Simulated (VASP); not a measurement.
Input of a VASP 6.6.1 run:

INCAR

```
PREC = Accurate
ENCUT = 520
EDIFF = 1E-7
ISMEAR = 0
SIGMA = 0.1
LREAL = False
LASPH = True
NELM = 60
ALGO = Normal
ISIF = 2
LWAVE = False
LCHARG = False
GGA = PS
NBANDS = 12
```

The input KPOINTS:

```
Automatic mesh
0
Gamma
  6 6 6
```

POSCAR

```
As
1.0
    0.0000000000      3.0157625131      3.0157625131
    3.0157625131      0.0000000000      3.0157625131
    3.0157625131      3.0157625131      0.0000000000
As
2
Direct
    0.5000000000      0.5000000000      0.5000000000
    0.7500000000      0.7500000000      0.7500000000
```

Potentials or basis: VASP PAW PBE potentials, release 64 (As).

Run with:

```bash
$ cat potpaw_PBE.64/As/POTCAR > POTCAR
$ mpirun -np 1 vasp_std > vasp.out
```

(1) Estimate the pressure.

(2) Predict the band gap on the k mesh.

Results:

(1) 0.3 GPa.

(2) zero (band 5 reaches 3.61 eV, above the bottom of band 6 at 2.42 eV).

Caveat: the PAW data sets were made with another functional, which shifts forces and pressure a little.
